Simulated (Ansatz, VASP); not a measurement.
## SnSe2 in VASP and in Ansatz

```xyz
3
Lattice="3.8110 0.0000 0.0000 -1.9055 3.3004 0.0000 0.0000 0.0000 6.1360" Properties=species:S:1:pos:R:3 pbc="T T T"
Sn    0.0000    0.0000    0.0000
Se    0.0000    2.2003    1.5279
Se    1.9055    1.1001    4.6081
```

Alike in both runs: task single point; functional PBE; k mesh 2 × 2 × 2; no spin polarisation.

```csv
,VASP,Ansatz
version,VASP 6.6.1,Ansatz 0.2.0
potentials or method,"VASP PAW PBE potentials, release 64 (Sn_d, Se), cutoff 500 eV","plane waves, PAW"
occupations,"gaussian, width 0.01 eV",fixed
valence electrons in the cell,26,46
```

Ansatz gave:

```
gap on the k mesh at the Fermi level (eV) : 0.89
```

**Question.** Estimate VASP's values.

**Answer.** gap on the k mesh at the Fermi level (eV): 0.88.

VASP's potentials hold 26 valence electrons a cell and Ansatz's 46, so a difference there can come from the potentials and not from the codes.

The k mesh is coarse, so the values compare programs but aren't converged.
